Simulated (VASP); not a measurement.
# Sn (Cmcm) in VASP: single point with PBE

Aim: the single point of Sn with PBE.

Program: VASP 6.6.1. These are calculated values, not measurements. Logs are shortened: lines on timing, memory, paths and dates and some standing lists are left out, and cuts for length are marked.

## (1) The cell of the first run

The typed cell holds 2 atoms: a = 3.289 Å, b = 3.289 Å, c = 5.427 Å, α = 90.00°, β = 90.00°, γ = 70.41°.

This isn't the form of Sn at room conditions, which is tetragonal (white tin).

## (2) Single point, PBE

INCAR reads:

```
SYSTEM = Sn
PREC     = Accurate       ! precision mode
ENCUT    = 520            ! plane-wave cutoff, eV
EDIFF    = 1E-6           ! SCF threshold, eV
ISMEAR   = 0              ! smearing method
SIGMA    = 0.1            ! smearing width, eV
LREAL    = .FALSE.        ! projectors in reciprocal space
LASPH    = .TRUE.         ! aspherical terms in the spheres
NELM     = 80             ! most SCF steps
ALGO     = Fast           ! electronic algorithm
ISIF     = 2              ! what is computed and relaxed
LWAVE    = .FALSE.        ! write WAVECAR
LCHARG   = .FALSE.        ! write CHGCAR
GGA      = PE             ! functional
NBANDS   = 21             ! bands
```

KPOINTS reads:

```
Automatic mesh
0
G
  14 14 8
  0 0 0
```

POSCAR reads:

```
Sn
1.0
    2.6873697510     -1.8962096992      0.0000000000
    2.6873697510      1.8962096992      0.0000000000
    0.0000000000      0.0000000000      5.4268440823
Sn
2
Direct
    0.7499057067      0.2500942933      0.2500000000
    0.2500942933      0.7499057067      0.7500000000
```

Potentials or basis: VASP PAW PBE potentials, release 64 (Sn_d).

Command:

```bash
$ cat potpaw_PBE.64/Sn_d/POTCAR > POTCAR
$ mpirun -np 1 vasp_std > vasp.out
```

OUTCAR:

```text
SYSTEM = Sn
   PREC = Accurate
   ENCUT = 520
   EDIFF = 1E-6
   ISMEAR = 0
   LREAL = .FALSE.
   LASPH = .TRUE.
   NELM = 80
   ISIF = 2
   GGA = PE

 ion  position               nearest neighbor table
   1  0.750  0.250  0.250-   2 3.31   2 3.31   2 3.31   2 3.31
   2  0.250  0.750  0.750-   1 3.31   1 3.31   1 3.31   1 3.31

  LATTYP: Found a base centered orthorhombic cell.
 ALAT       =     3.7924193984
 B/A-ratio  =     1.4172323621
 C/A-ratio  =     1.4309715019

  Lattice vectors:

 A1 = (  -2.6873697510,  -1.8962096992,   0.0000000000)
 A2 = (   2.6873697510,  -1.8962096992,   0.0000000000)
 A3 = (   0.0000000000,   0.0000000000,   5.4268440823)

Analysis of symmetry for initial positions (statically):
=====================================================================
 Subroutine PRICEL returns:
 Original cell was already a primitive cell.

 Routine SETGRP: Setting up the symmetry group for a
 base centered orthorhombic supercell.

 Subroutine GETGRP returns: Found  8 space group operations
 (whereof  4 operations were pure point group operations)
 out of a pool of  8 trial point group operations.

The static configuration has the point symmetry C_2h.
 The point group associated with its full space group is D_2h.

Analysis of symmetry for dynamics (positions and initial velocities):
=====================================================================
 Subroutine PRICEL returns:
 Original cell was already a primitive cell.

 Routine SETGRP: Setting up the symmetry group for a
 base centered orthorhombic supercell.

 Subroutine GETGRP returns: Found  8 space group operations
 (whereof  4 operations were pure point group operations)
 out of a pool of  8 trial point group operations.

The dynamic configuration has the point symmetry C_2h.
 The point group associated with its full space group is D_2h.

 Subroutine INISYM returns: Found  8 space group operations
 (whereof  4 operations are pure point group operations),
 and found     1 'primitive' translations

----------------------------------------------------------------------------------------

                                     Primitive cell

  volume of cell :      55.3084

  direct lattice vectors                    reciprocal lattice vectors
     2.687369751 -1.896209699  0.000000000     0.186055529 -0.263683917  0.000000000
     2.687369751  1.896209699  0.000000000     0.186055529  0.263683917  0.000000000
     0.000000000  0.000000000  5.426844082     0.000000000  0.000000000  0.184269160

  length of vectors
     3.289007054  3.289007054  5.426844082     0.322716389  0.322716389  0.184269160

  position of ions in fractional coordinates (direct lattice)
     0.749905707  0.250094293  0.250000000
     0.250094293  0.749905707  0.750000000

  ion indices of the primitive-cell ions
   primitive index   ion index
                 1           1
                 2           2

----------------------------------------------------------------------------------------

 KPOINTS: Automatic mesh

Automatic generation of k-mesh.
 Grid dimensions read from file:
 generate k-points for:   14   14    8

 Generating k-lattice:

  Cartesian coordinates                     Fractional coordinates (reciprocal lattice)
     0.013289681 -0.018834565  0.000000000     0.071428571 -0.000000000  0.000000000
     0.013289681  0.018834565  0.000000000    -0.000000000  0.071428571  0.000000000
     0.000000000  0.000000000  0.023033645     0.000000000  0.000000000  0.125000000

  Length of vectors
     0.023051171  0.023051171  0.023033645

  Shift w.r.t. Gamma in fractional coordinates (k-lattice)
     0.000000000  0.000000000  0.000000000

 Subroutine IBZKPT returns following result:
 ===========================================

 Found    285 irreducible k-points:

 Following reciprocal coordinates:
            Coordinates               Weight
  0.000000  0.000000  0.000000      1.000000
  0.071429  0.000000  0.000000      4.000000
  0.142857  0.000000  0.000000      4.000000
  0.214286  0.000000  0.000000      4.000000
  0.285714  0.000000  0.000000      4.000000
  0.357143  0.000000  0.000000      4.000000
[... 16 lines left out ...]
  0.214286  0.142857  0.000000      4.000000
  0.285714  0.142857  0.000000      4.000000
 [... further k-points ...]
   k-points           NKPTS =    285   k-points in BZ     NKDIM =    285   number of bands    NBANDS=     21
   number of dos      NEDOS =    301   number of ions     NIONS =      2
   total plane-waves  NPLWV =  23040
   dimension x,y,z NGX =    24 NGY =   24 NGZ =   40
   dimension x,y,z NGXF=    48 NGYF=   48 NGZF=   80
   ions per type =               2
   NGX,Y,Z   is equivalent  to a cutoff of  12.13, 12.13, 12.25 a.u.
   NGXF,Y,Z  is equivalent  to a cutoff of  24.26, 24.26, 24.51 a.u.
 SYSTEM =  Sn
   PREC   = accura    normal or accurate (medium, high low for compatibility)
   ISTART =      0    job   : 0-new  1-cont  2-samecut
   ICHARG =      2    charge: 1-file 2-atom 10-const
   ISPIN  =      1    spin polarized calculation?
   LNONCOLLINEAR =      F non collinear calculations
   LSORBIT =      F    spin-orbit coupling
   LASPH  =      T    aspherical Exc in radial PAW
   ENCUT  =  520.0 eV  38.22 Ry    6.18 a.u.   6.12  6.12 10.09*2*pi/ulx,y,z
   NELM   =     80;   NELMIN=  2; NELMDL= -5     # of ELM steps
   EDIFF  = 0.1E-05   stopping-criterion for ELM
   LREAL  =      F    real-space projection
   EDIFFG = 0.1E-04   stopping-criterion for IOM
   NSW    =      0    number of steps for IOM
   IBRION =     -1    ionic relax: 0-MD 1-quasi-New 2-CG
   NFREE  =      0    steps in history (QN), initial steepest desc. (CG)
   ISIF   =      2    stress and relaxation
   ISYM   =      2    0-nonsym 1-usesym 2-fastsym
   POTIM  = 0.5000    time-step for ionic-motion
   TEBEG  =    0.0;   TEEND  =   0.0 temperature during run
   PSTRESS=    0.0 pullay stress
   NELECT =      28.0000    total number of electrons
   NUPDOWN=      -1.0000    fix difference up-down
   EMIN   =  10.00;   EMAX   =-10.00  energy-range for DOS
   EFERMI =   0.00;   METHOD = LEGACY
   ISMEAR =     0;   SIGMA  =   0.10  broadening in eV -4-tet -1-fermi 0-gaus
   EFERMI_NEDOS =   21; number of points for ismear=-14 and -15
   IALGO  =     68    algorithm
   IMIX   =      4    mixing-type and parameters
     AMIX     =   0.40;   BMIX     =  1.00
     AMIX_MAG =   1.60;   BMIX_MAG =  1.00
  volume/ion in A,a.u.               =      27.65       186.62
  Fermi-wavevector in a.u.,A,eV,Ry     =   1.304759  2.465638 23.162522  1.702397
  Thomas-Fermi vector in A             =   2.435674
   LORBIT       =      0    0 simple, 1 ext, 2 COOP (PROOUT), +10 PAW based schemes
   GGA     = PE    functional components
   LHFCALC =     F    Hartree Fock is set to
   AEXX    =    0.0000 exact exchange contribution
   IVDW    =     0    specifies the selected vdW correction
   LEPSILON=     F    determine dielectric tensor
   LRPA    =     F    only Hartree local field effects (RPA)
 non-spin polarized calculation
 RMM-DIIS sequential band-by-band and
 Gauss-broadening in eV      SIGMA  =   0.10
  energy-cutoff  :      520.00
  volume of cell :       55.31
 maximum number of plane-waves:      1506
   NGX = 13   NGY = 13   NGZ = 21

 number of electron      28.0000004 magnetization

 Free energy of the ion-electron system (eV)
  ---------------------------------------------------
  ext. energy  EPLUGINS =         0.00000000
  ---------------------------------------------------
  free energy    TOTEN  =        -7.55111452 eV

  energy without entropy =       -7.54506415  energy(sigma->0) =       -7.54808933

 E-fermi :   7.8761     XC(G=0): -10.2873

 val. band max:        7.8648003137   @ k =   0.3571   0.1429   0.2500
 cond. band min:       7.8775748514   @ k =   0.5000   0.5000   0.2500
 fundamental gap:      0.0127745377
 Fermi energy:         7.8760600215

 k-point     1 :       0.0000    0.0000    0.0000
  band No.  band energies     occupation
      1     -13.7195      2.00000
      2     -13.6787      2.00000
      3     -13.6751      2.00000
      4     -13.6689      2.00000
      5     -13.6564      2.00000
      6     -13.5520      2.00000
[... 13 lines left out ...]
     20      16.1819      0.00000
     21      19.9543      0.00000

 k-point     2 :       0.0714    0.0000    0.0000
  band No.  band energies     occupation
      1     -13.7146      2.00000
      2     -13.6778      2.00000
      3     -13.6685      2.00000
      4     -13.6679      2.00000
      5     -13.6528      2.00000
      6     -13.5524      2.00000
[... 13 lines left out ...]
     20      17.2582      0.00000
     21      18.9857      0.00000

 k-point     3 :       0.1429    0.0000    0.0000
  band No.  band energies     occupation
      1     -13.7033      2.00000
      2     -13.6796      2.00000
      3     -13.6650      2.00000
      4     -13.6454      2.00000
      5     -13.6410      2.00000
      6     -13.5543      2.00000
[... 13 lines left out ...]
     20      18.2768      0.00000
     21      18.4515      0.00000

 k-point     4 :       0.2143    0.0000    0.0000
  band No.  band energies     occupation
      1     -13.6930      2.00000
      2     -13.6826      2.00000
      3     -13.6606      2.00000
      4     -13.6209      2.00000
      5     -13.6118      2.00000
      6     -13.5639      2.00000
[... 13 lines left out ...]
     20      18.0050      0.00000
     21      18.0828      0.00000

 k-point     5 :       0.2857    0.0000    0.0000
  band No.  band energies     occupation
      1     -13.6881      2.00000
      2     -13.6863      2.00000
      3     -13.6546      2.00000
      4     -13.5988      2.00000
      5     -13.5774      2.00000
      6     -13.5750      2.00000
[... 13 lines left out ...]
     20      18.1124      0.00000
     21      18.6942      0.00000
[... 382 lines left out ...]
     20      18.2209      0.00000
     21      18.2814      0.00000

 k-point    22 :       0.1429    0.1429    0.0000
  band No.  band energies     occupation
      1     -13.6770      2.00000
      2     -13.6755      2.00000
      3     -13.6625      2.00000
      4     -13.6436      2.00000
      5     -13.6388      2.00000
      6     -13.5745      2.00000
[... 13 lines left out ...]
     20      17.7933      0.00000
     21      18.1552      0.00000

 k-point    23 :       0.2143    0.1429    0.0000
  band No.  band energies     occupation
      1     -13.6797      2.00000
      2     -13.6630      2.00000
      3     -13.6576      2.00000
      4     -13.6372      2.00000
      5     -13.6109      2.00000
      6     -13.5883      2.00000
[... 13 lines left out ...]
     20      17.8523      0.00000
     21      18.1376      0.00000

 k-point    24 :       0.2857    0.1429    0.0000
  band No.  band energies     occupation
      1     -13.6799      2.00000
      2     -13.6675      2.00000
      3     -13.6478      2.00000
      4     -13.6292      2.00000
      5     -13.6025      2.00000
      6     -13.5760      2.00000
[... 13 lines left out ...]
     20      17.7611      0.00000
     21      18.1452      0.00000

 [... further k-points ...]

------------------------ aborting loop because EDIFF is reached ----------------------------------------

  FORCE on cell =-STRESS in cart. coord.  units (eV):
  Direction    XX          YY          ZZ          XY          YZ          ZX
  --------------------------------------------------------------------------------------
  -------------------------------------------------------------------------------------
  Total        0.0101055     -0.0026440      0.0085795      0.0000000      0.0000000      0.0000000
  in kB        0.2927379     -0.0765922      0.2485305      0.0000000      0.0000000      0.0000000
  external PRESSURE =       0.1548921 kB  Pullay stress =       0.0000000 kB

 VOLUME and BASIS-vectors are now :
 -----------------------------------------------------------------------------
  energy-cutoff  :      520.00
  volume of cell :       55.31
      direct lattice vectors                 reciprocal lattice vectors
     2.687369751 -1.896209699  0.000000000     0.186055529 -0.263683917  0.000000000
     2.687369751  1.896209699  0.000000000     0.186055529  0.263683917  0.000000000
     0.000000000  0.000000000  5.426844082     0.000000000  0.000000000  0.184269160

 POSITION                                       TOTAL-FORCE (eV/Angst)
 -----------------------------------------------------------------------------------
      2.68737     -0.94775      1.35671         0.000000     -0.000156     -0.000000
      2.68737      0.94775      4.07013         0.000000      0.000156      0.000000
 -----------------------------------------------------------------------------------
    total drift:                               -0.000000      0.000000      0.000000

  FREE ENERGIE OF THE ION-ELECTRON SYSTEM (eV)
  ---------------------------------------------------
  free  energy   TOTEN  =        -7.5511145152 eV

  energy  without entropy=       -7.5450641518  energy(sigma->0) =       -7.54808933
```

It took 2 min on 1 thread of AMD EPYC 9R45 (Zen 5), shared host; peak memory 0.32 GiB.

Results:

| Item | Value |
| --- | --- |
| Free energy | -7.5511 eV |
| Pressure | 0.0 GPa |
| Band gap on the k mesh | zero (bands 14 and 15 overlap by 6.22 eV) |

Caveat: spin-orbit coupling is left out, which moves the levels of the heavy elements.
